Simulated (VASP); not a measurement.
# TiSi2 (P-1) in VASP: electric field gradients with PBEsol

Aim: the electric field gradients of TiSi2 with PBEsol.

All numbers are computed with VASP 6.6.1; they aren't measurements. Logs are shortened: lines on timing, memory, paths and dates and some standing lists are left out, and cuts for length are marked.

**1. The cell of the first run**

The typed cell holds 6 atoms: a = 5.839 Å, b = 4.823 Å, c = 4.699 Å, α = 78.34°, β = 54.71°, γ = 52.73°.

**2. Electric field gradients, PBEsol (equal xy, yz and zx shear strains of -3 %)**

The input, INCAR:

```
PREC = Accurate
ENCUT = 520
EDIFF = 1E-8
ISMEAR = -1
SIGMA = 0.08
LREAL = F
LASPH = T
NELM = 60
ALGO = Normal
ISIF = 2
LWAVE = F
LCHARG = F
GGA = PS
LEFG = T
NBANDS = 29
```

The input, KPOINTS:

```
regular mesh
0
Gamma
  8 8 8
```

The input, POSCAR:

```
TiSi2
1.0
   -0.1256925000      4.0540775000      4.1997300000
    2.3225775000     -0.0997200000      4.2257025000
    2.3247300000      4.0822025000     -0.0975675000
Ti Si
2 4
Direct
    0.7500000000      0.7500000000      0.7500000000
    0.5000000000      0.5000000000      0.5000000000
    0.0830000000      0.4170000000      0.0830000000
    0.4170000000      0.0830000000      0.4170000000
    0.1670000000      0.8330000000      0.1670000000
    0.8330000000      0.1670000000      0.8330000000
```

Potentials or basis: VASP PAW PBE potentials, release 64 (Ti_sv, Si).

Run with:

```bash
$ cat potpaw_PBE.64/Ti_sv/POTCAR potpaw_PBE.64/Si/POTCAR > POTCAR
$ mpirun -np 1 vasp_std > vasp.out
```

OUTCAR:

```text
PREC = Accurate
   ENCUT = 520
   EDIFF = 1E-8
   ISMEAR = -1
   LREAL = F
   LASPH = T
   NELM = 60
   ISIF = 2
   GGA = PS

 ion  position               nearest neighbor table
   1  0.750  0.750  0.750-   6 2.48   6 2.53   5 2.56   5 2.57   3 2.72   4 2.72   4 2.74   3 2.74
                             3 2.79   4 2.79
   2  0.500  0.500  0.500-   4 2.48   4 2.53   3 2.56   3 2.57   5 2.72   6 2.72   6 2.74   5 2.74
                             5 2.79   6 2.79
   3  0.083  0.417  0.083-   5 2.48   5 2.54   2 2.56   2 2.57   4 2.72   1 2.72   1 2.74   4 2.75
                             4 2.79   1 2.79   6 3.11
   4  0.417  0.083  0.417-   2 2.48   2 2.53   6 2.56   6 2.58   3 2.72   1 2.72   1 2.74   3 2.75
                             3 2.79   1 2.79   5 3.11
   5  0.167  0.833  0.167-   3 2.48   3 2.54   1 2.56   1 2.57   6 2.72   2 2.72   2 2.74   6 2.75
                             6 2.79   2 2.79   4 3.11
   6  0.833  0.167  0.833-   1 2.48   1 2.53   4 2.56   4 2.58   5 2.72   2 2.72   2 2.74   5 2.75
                             5 2.79   2 2.79   3 3.11

  Warning from LATTYP: Got some problem with cell dimensions!
  Tried to take original basis but could not verify dimensions!
  LATTYP: Found a triclinic cell.
 ALAT       =     5.8385850215
 B/A-ratio  =     1.9520314566
 C/A-ratio  =     0.8472825309
 COS(alpha) =     0.0001647872
 COS(beta)  =     0.6315624728
 COS(gamma) =     0.7325467649

  Lattice vectors:

 A1 = (   0.1256925000,  -4.0540775000,  -4.1997300000)
 A2 = (  -6.9720375000,  -8.0646850000,  -4.0305675000)
 A3 = (   2.4504225000,   0.0281250000,  -4.2972975000)

Analysis of symmetry for initial positions (statically):
=====================================================================
 Subroutine PRICEL returns:
 Original cell was already a primitive cell.

 Routine SETGRP: Setting up the symmetry group for a
 triclinic supercell.

 Subroutine GETGRP returns: Found  2 space group operations
 (whereof  1 operations were pure point group operations)
 out of a pool of  2 trial point group operations.

The static configuration has the point symmetry C_1 .
 The point group associated with its full space group is S_2 .
[... 174 lines left out ...]
 fundamental gap:      0.0062110141
 Fermi energy:        10.1483603942

 k-point     1 :       0.0000    0.0000    0.0000
  band No.  band energies     occupation
      1     -45.8618      2.00000
      2     -45.8315      2.00000
      3     -22.3601      2.00000
      4     -22.3389      2.00000
      5     -22.2610      2.00000
      6     -22.2533      2.00000
[... 757 lines left out ...]
     28      14.2379      0.00000
     29      14.3354      0.00000

 [... further k-points ...]

------------------------ aborting loop because EDIFF is reached ----------------------------------------

  FORCE on cell =-STRESS in cart. coord.  units (eV):
  Direction    XX          YY          ZZ          XY          YZ          ZX
  --------------------------------------------------------------------------------------
  -------------------------------------------------------------------------------------
  Total       -0.2683832     -0.9496104     -0.6520801      2.0714367      1.5085314      2.4869937
  in kB       -5.1371453    -18.1765706    -12.4815187     39.6495415     28.8749239     47.6037523
  external PRESSURE =     -11.9317449 kB  Pullay stress =       0.0000000 kB

 VOLUME and BASIS-vectors are now :
 -----------------------------------------------------------------------------
  energy-cutoff  :      520.00
  volume of cell :       83.70
      direct lattice vectors                 reciprocal lattice vectors
    -0.125692500  4.054077500  4.199730000    -0.205970183  0.120069227  0.116041064
     2.322577500 -0.099720000  4.225702500     0.209545306 -0.116494104  0.118725347
     2.324730000  4.082202500 -0.097567500     0.209669888  0.122878092 -0.112341359

 POSITION                                       TOTAL-FORCE (eV/Angst)
 -----------------------------------------------------------------------------------
      3.39121      6.02742      6.24590        -0.200316     -0.207222     -0.207067
      2.26081      4.01828      4.16393         0.200316      0.207222      0.207067
      1.15103      0.63373      2.10260        -0.075867      0.078621     -0.011888
      1.10977      3.38455      2.06134        -0.095759     -0.263069     -0.198059
      2.30195      1.27569      4.20507         0.075867     -0.078621      0.011888
      2.21967      6.76087      4.12279         0.095759      0.263069      0.198059
 -----------------------------------------------------------------------------------
    total drift:                               -0.000000     -0.000000      0.000000

  FREE ENERGIE OF THE ION-ELECTRON SYSTEM (eV)
  ---------------------------------------------------
  free  energy   TOTEN  =       -43.6003267639 eV

  energy  without entropy=      -43.5564124732  energy(sigma->0) =      -43.57836962

 Electric field gradients (V/A^2)
---------------------------------------------------------------------
 ion       V_xx      V_yy      V_zz      V_xy      V_xz      V_yz
---------------------------------------------------------------------
   1      -2.710    10.447    -7.737    -7.598    -8.225    -5.187
   2      -2.710    10.447    -7.737    -7.598    -8.225    -5.187
   3       0.214    12.288   -12.502    -3.827    23.137    -1.072
   4       2.355    14.056   -16.411    -2.642   -30.560    -1.235
   5       0.214    12.288   -12.502    -3.827    23.137    -1.072
   6       2.355    14.056   -16.411    -2.642   -30.560    -1.235
---------------------------------------------------------------------

 Electric field gradients after diagonalization (V/A^2)
 (convention: |V_zz| > |V_xx| > |V_yy|)
----------------------------------------------------------------------
 ion       V_xx      V_yy      V_zz     asymmetry (V_yy - V_xx)/ V_zz
----------------------------------------------------------------------
   1      14.017     2.640   -16.657       0.683
   2      14.017     2.640   -16.657       0.683
   3      19.701    10.488   -30.189       0.305
   4      25.116    14.003   -39.119       0.284
   5      19.701    10.488   -30.189       0.305
   6      25.116    14.003   -39.119       0.284
----------------------------------------------------------------------

           NMR quadrupolar parameters

 Cq : quadrupolar parameter    Cq=e*Q*V_zz/h
 eta: asymmetry parameters     (V_yy - V_xx)/ V_zz
 Q  : nuclear electric quadrupole moment in mb (millibarn)
----------------------------------------------------------------------
 ion       Cq(MHz)       eta       Q (mb)
----------------------------------------------------------------------
   1      -0.040       0.683       1.000
   2      -0.040       0.683       1.000
   3      -0.073       0.305       1.000
   4      -0.095       0.284       1.000
   5      -0.073       0.305       1.000
   6      -0.095       0.284       1.000
----------------------------------------------------------------------
```

OSZICAR:

```text
N       E                     dE             d eps       ncg     rms          rms(c)
DAV:   1     0.386076868709E+03    0.38608E+03   -0.18810E+04 15088   0.147E+03
DAV:   2    -0.123477093968E+01   -0.38731E+03   -0.37657E+03 15170   0.429E+02
DAV:   3    -0.437892746644E+02   -0.42555E+02   -0.41675E+02 25254   0.119E+02
DAV:   4    -0.470918779708E+02   -0.33026E+01   -0.32833E+01 21382   0.297E+01
DAV:   5    -0.472866110553E+02   -0.19473E+00   -0.19468E+00 22985   0.621E+00    0.194E+01
DAV:   6    -0.442524538951E+02    0.30342E+01   -0.31608E+01 21258   0.406E+01    0.694E+00
DAV:   7    -0.436963859445E+02    0.55607E+00   -0.60460E+00 20446   0.184E+01    0.537E+00
DAV:   8    -0.436124540883E+02    0.83932E-01   -0.77528E-01 20549   0.689E+00    0.120E+00
DAV:   9    -0.435997420131E+02    0.12712E-01   -0.13168E-01 20584   0.307E+00    0.515E-01
DAV:  10    -0.436005301187E+02   -0.78811E-03   -0.56472E-03 19962   0.558E-01    0.225E-01
DAV:  11    -0.436004625497E+02    0.67569E-04   -0.47348E-03 23375   0.512E-01    0.155E-01
DAV:  12    -0.436003279041E+02    0.13465E-03   -0.10725E-03 20862   0.262E-01    0.138E-02
DAV:  13    -0.436003269672E+02    0.93690E-06   -0.28167E-05 19108   0.472E-02    0.150E-02
DAV:  14    -0.436003269436E+02    0.23633E-07   -0.26051E-06 20329   0.138E-02    0.345E-03
DAV:  15    -0.436003267198E+02    0.22378E-06   -0.91333E-07 21758   0.666E-03    0.369E-04
DAV:  16    -0.436003267459E+02   -0.26140E-07   -0.36888E-08 17656   0.137E-03    0.491E-04
DAV:  17    -0.436003267601E+02   -0.14169E-07   -0.26322E-09 11101   0.450E-04    0.232E-04
DAV:  18    -0.436003267639E+02   -0.38558E-08   -0.12380E-09 10994   0.257E-04
   1 F= -.43600327E+02 E0= -.43578370E+02  d E =-.439143E-01
```

stdout:

```text
POSCAR found type information on POSCAR TiSi
 POSCAR found :  2 types and       6 ions
 scaLAPACK will be used
 -----------------------------------------------------------------------------
|                                                                             |
|                                                                             |
|     You enforced a specific xc type in the INCAR file but a different       |
|     I HOPE YOU KNOW WHAT YOU ARE DOING!                                     |
|                                                                             |
 -----------------------------------------------------------------------------

 LDA part: xc-table for (Slater+PW92), standard interpolation
 POSCAR, INCAR and KPOINTS ok, starting setup
 FFT: planning ... GRIDC
 FFT: planning ... GRID_SOFT
 FFT: planning ... GRID
 WAVECAR not read
 entering main loop
ion   1
     0.0000422     0.6909325     0.3066303     1.9660681     0.9217919     2.0050510
     0.0000581     0.6909325     0.3066303     1.9660681     0.9217919     2.0050510
     0.0000800     0.6909325     0.3066303     1.9660680     0.9217919     2.0050510
     0.0001102     0.6909325     0.3066303     1.9660680     0.9217919     2.0050510
[... 56 lines left out ...]
     0.0000353     2.5216310     1.2081776    12.7529636    27.8554324     5.3049305
     0.0000487     2.5216283     1.2081762    12.7529500    27.8554021     5.3049251
     0.0000670     2.5216238     1.2081740    12.7529273    27.8553515     5.3049159
     0.0000923     2.5216165     1.2081704    12.7528898    27.8552677     5.3049008
```

It took 20 min on 1 thread of Oxide Virtual Turin-like, shared host; peak memory 0.58 GiB.

Results:

```
Free energy                             : -43.6003 eV
Pressure                                : -1.2 GPa
Largest force                           : 0.355 eV/Å
Band gap on the k mesh                  : zero (bands 20 and 21 overlap by 1.76 eV)
Largest electric field gradient by atom : Ti -16.7; Si -30.2, -39.1 (each value once) V/Å²
```

Forces on the atoms (eV/Å):
```
Ti  -0.200 -0.207 -0.207
Ti   0.200  0.207  0.207
Si  -0.076  0.079 -0.012
Si  -0.096 -0.263 -0.198
Si   0.076 -0.079  0.012
Si   0.096  0.263  0.198
```

Stress tensor (GPa, compression positive):
```
-0.51  3.96  4.76
 3.96 -1.82  2.89
 4.76  2.89 -1.25
```

Levels at points of the mesh, in eV from the Fermi level:
| k point | band 16 | band 17 | band 18 | band 19 | band 20 | band 21 | band 22 | band 23 | band 24 | band 25 |
| --- | --- | --- | --- | --- | --- | --- | --- | --- | --- | --- |
| (0.00, 0.00, 0.00) | -2.68 | -2.31 | -1.90 | -1.68 | -1.43 | -0.94 | 2.00 | 3.11 | 3.20 | 3.36 |
| (0.50, 0.00, 0.00) | -2.05 | -1.94 | -1.14 | -0.16 | 0.02 | 0.98 | 1.29 | 1.51 | 2.05 | 2.53 |
| (0.00, 0.50, 0.00) | -2.66 | -2.04 | -1.24 | -0.04 | 0.17 | 1.02 | 1.39 | 1.97 | 2.27 | 2.64 |
| (0.50, 0.50, 0.00) | -2.99 | -1.71 | -1.48 | -1.09 | -1.01 | 0.80 | 0.82 | 3.08 | 3.30 | 3.35 |
| (0.00, 0.00, 0.50) | -2.67 | -2.09 | -1.00 | 0.05 | 0.16 | 0.95 | 1.27 | 1.86 | 2.17 | 2.64 |
| (0.50, 0.00, 0.50) | -2.49 | -2.48 | -2.17 | -0.92 | -0.79 | 1.23 | 1.28 | 3.18 | 3.25 | 3.37 |
| (0.00, 0.50, 0.50) | -1.39 | -1.23 | -1.16 | -0.64 | -0.62 | 0.86 | 0.97 | 2.19 | 2.34 | 2.99 |
| (0.50, 0.50, 0.50) | -2.50 | -1.90 | -0.96 | -0.16 | 0.20 | 1.20 | 1.45 | 1.67 | 2.43 | 2.68 |

Electric field gradients, principal values (V/Å²):
| atom | least | middle | greatest (by size) |
| --- | --- | --- | --- |
| 1 Ti | 2.640 | 14.017 | -16.657 |
| 2 Ti | 2.640 | 14.017 | -16.657 |
| 3 Si | 10.488 | 19.701 | -30.189 |
| 4 Si | 14.003 | 25.116 | -39.119 |
| 5 Si | 10.488 | 19.701 | -30.189 |
| 6 Si | 14.003 | 25.116 | -39.119 |

Caveat: the cell differs from its parent crystal (equal xy, yz and zx shear strains of -3 %); without QUAD_EFG the Cq values of the log hold for a quadrupole moment of 1 mb, not for the nuclei; the PAW data sets were made with another functional, which shifts forces and pressure a little.
